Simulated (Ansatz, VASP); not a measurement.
## Two plane-wave programs on Ti

The input INCAR:

```
ALGO = Normal ; EDIFF = 1E-6
ENCUT = 520 ; GGA = PS
ISIF = 2 ; ISMEAR = 0
LASPH = True ; LCHARG = False
LREAL = False ; LWAVE = False
NBANDS = 19 ; NELM = 80
PREC = Accurate ; SIGMA = 0.1
```

Contents of KPOINTS:

```
k-points
0
Gamma
  12 12 8
```

The input POSCAR:

```
Ti
1.0
    2.9004758374      0.0000000000      0.0000000000
   -1.4502379187      2.5118857582      0.0000000000
    0.0000000000      0.0000000000      4.5909212534
Ti
2
Direct
    0.3333333333      0.6666666667      0.2500000000
    0.6666666667      0.3333333333      0.7500000000
```

Input for Ansatz:

```yaml
crystal:
  lattice:
    - [2.9004758374, 0.0, 0.0]
    - [-1.4502379187, 2.5118857582, 0.0]
    - [0.0, 0.0, 4.5909212534]
  atoms:
    - { symbol: Ti, position: [0.3333333333, 0.6666666667, 0.25] }
    - { symbol: Ti, position: [0.6666666667, 0.3333333333, 0.75] }
basis:
  ecutwfc: 420
kpoints:
  mp_grid: { grid: [12, 12, 8] }
hamiltonian:
  xc: pbesol
scf:
  occupations: { method: gaussian, width: 0.1 }
output:
  forces: true
  stress: true
  eigenvalues: true
```

Alike in both runs: task single point; functional PBEsol; k mesh 12 × 12 × 8; occupations gaussian, width 0.1 eV; no spin polarisation.

```csv
,VASP,Ansatz
version,VASP 6.6.1,Ansatz 0.2.0
potentials or method,"VASP PAW PBE potentials, release 64 (Ti_sv), cutoff 520 eV","scalar-relativistic, plane waves, PAW"
valence electrons in the cell,24,24
```

```csv
,VASP,Ansatz,Ansatz less VASP
gap on the k mesh at the Fermi level (eV),none,none,-
pressure (GPa),-0.2,0.0,+0.24
"traceless stress, the component that is largest in VASP (GPa)",0.15,0.15,-0.004
```

VASP's potentials were made for PBE, not for PBEsol. A gap of «none» marks a metal or a gap that the smearing closes.
